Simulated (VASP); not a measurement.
Input of a VASP 6.6.1 run:

Contents of INCAR:

```
PREC = Accurate
ENCUT = 500
EDIFF = 1E-6
ISMEAR = 0
SIGMA = 0.1
LREAL = False
LASPH = True
NELM = 200
ALGO = Normal
ISIF = 2
LWAVE = False
LCHARG = False
ISPIN = 2
MAGMOM = 1 -1 0 0
LORBIT = 11
LMAXMIX = 4
GGA = PE
NBANDS = 30
GGA_COMPAT = False
```

The input KPOINTS:

```
Automatic mesh
0
Gamma
  12 12 6
```

The input POSCAR:

```
NbAs
1.0
    0.0000000000      2.9067815048      2.9067815048
    2.9067815048      0.0000000000      2.9067815048
    5.8135630096      5.8135630096      0.0000000000
Nb As
2 2
Direct
    1.0000000000      0.0000000000      0.0000000000
    1.0000000000      0.0000000000      0.5000000000
    0.2500000000      0.2500000000      0.1250000000
    0.2500000000      0.2500000000      0.6250000000
```

Potentials or basis: VASP PAW PBE potentials, release 64 (Nb_sv, As).

The run is started by

```bash
$ cat potpaw_PBE.64/Nb_sv/POTCAR potpaw_PBE.64/As/POTCAR > POTCAR
$ mpirun -np 1 vasp_std > vasp.out
```

Problem. Predict the site moments.

Solution. Nb +0.46, -0.46; As -0.01, +0.01 μB.

Problem. What does it give for the band gap on the k mesh?

Solution. Zero (filled and empty bands overlap).

Problem. Predict the net moment.

Solution. 0.00 μB per cell.

Stress tensor (GPa, compression positive):
```
 0.55  0.10 -0.10
 0.10  0.55 -0.10
-0.10 -0.10  0.55
```
